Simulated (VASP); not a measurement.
A run of VASP 6.6.1 is set up as follows.

Contents of INCAR:

```
SYSTEM = Pd
PREC = Accurate ; ENCUT = 520
EDIFF = 1E-6 ; ISMEAR = -1
SIGMA = 0.05 ; LREAL = .False.
LASPH = .True. ; NELM = 100
ALGO = Fast ; ISIF = 2
LWAVE = .False. ; LCHARG = .False.
NBANDS = 11
```

Contents of KPOINTS:

```
Automatic mesh
0
Gamma
  12 12 12
  0 0 0
```

File POSCAR:

```
Pd
1.0
    0.0000000000      1.9334358480      1.9334358480
    1.9334358480      0.0000000000      1.9334358480
    1.9334358480      1.9334358480      0.0000000000
Pd
1
Direct
    0.0000000000      0.0000000000      0.0000000000
```

Potentials or basis: VASP PAW LDA potentials, release 64 (Pd).

Launch:

```console
$ cat potpaw_LDA.64/Pd/POTCAR > POTCAR
$ mpirun -np 1 vasp_std > vasp.out
```

(1) Estimate the band gap on the k mesh.

(2) Estimate the pressure.

Results:

(1) zero (band 5 reaches 10.23 eV, above the bottom of band 6 at 8.59 eV).

(2) -4.6 GPa.
